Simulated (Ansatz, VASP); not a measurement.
# Two plane-wave programs on CdTeSe4

The input INCAR:

```
PREC = Accurate
ENCUT = 520
EDIFF = 1E-7
ISMEAR = 0
SIGMA = 0.1
LREAL = F
LASPH = T
NELM = 60
ALGO = Normal
ISIF = 2
LWAVE = F
LCHARG = T
GGA = PE
LELF = T
LVHAR = T
NBANDS = 30
```

The input KPOINTS:

```
Automatic mesh
0
Gamma
  6 6 2
```

Contents of POSCAR:

```
CdTeSe4
1.0
    5.5741751300      0.0000000000      0.0000000000
   -2.7870875700      4.8273772700      0.0000000000
    0.0000000000      0.0000000000      7.6706707100
Cd Te Se
1 1 4
Direct
    0.0000000000      0.0000000000      0.0000000000
    0.0000000000      0.0000000000      0.5000000000
    0.3333333300      0.6666666700      0.7053847700
    0.6666666700      0.3333333300      0.7053847700
    0.6666666700      0.3333333300      0.2946152300
    0.3333333300      0.6666666700      0.2946152300
```

Input for Ansatz:

```yaml
crystal:
  lattice:
    - [5.57417513, 0.0, 0.0]
    - [-2.78708757, 4.82737727, 0.0]
    - [0.0, 0.0, 7.67067071]
  atoms:
    - { symbol: Cd, position: [0.0, 0.0, 0.0] }
    - { symbol: Te, position: [0.0, 0.0, 0.5] }
    - { symbol: Se, position: [0.33333333, 0.66666667, 0.70538477] }
    - { symbol: Se, position: [0.66666667, 0.33333333, 0.70538477] }
    - { symbol: Se, position: [0.66666667, 0.33333333, 0.29461523] }
    - { symbol: Se, position: [0.33333333, 0.66666667, 0.29461523] }
basis:
  ecutwfc: 420
kpoints:
  mp_grid: { grid: [6, 6, 2] }
hamiltonian:
  xc: pbe
scf:
  occupations: { method: gaussian, width: 0.1 }
  lower_state_search: "off"
output:
  forces: true
  stress: true
  eigenvalues: true
```

Alike in both runs: task single point; functional PBE; k mesh 6 × 6 × 2; occupations gaussian, width 0.1 eV; no spin polarisation.

|  | VASP | Ansatz |
| --- | --- | --- |
| version | VASP 6.6.1 | Ansatz 0.2.0 |
| potentials or method | VASP PAW PBE potentials, release 64 (Cd, Te, Se), cutoff 520 eV | scalar-relativistic, plane waves, PAW |
| valence electrons in the cell | 42 | 100 |

VASP gave:

```
gap on the k mesh at the Fermi level (eV)                     : none
pressure (GPa)                                                : -7.6
traceless stress, the component that is largest in VASP (GPa) : 2.65
rms of the force components (eV/Å)                            : 0.183
```

What did Ansatz give for the same quantities?

gap on the k mesh at the Fermi level (eV): none; pressure (GPa): -7.6; traceless stress, the component that is largest in VASP (GPa): 2.64; rms of the force components (eV/Å): 0.183.

Atom by atom the forces differ by 0.001 eV/Å (rms over components). A gap of «none» marks a metal or a gap that the smearing closes. The functional is the same, so the differences come from potentials, cutoffs and numerics. VASP's potentials hold 42 valence electrons a cell and Ansatz's 100, so a difference there can come from the potentials and not from the codes.

The k mesh is coarse, so the values compare programs but aren't converged. Neither program's run includes spin-orbit coupling.
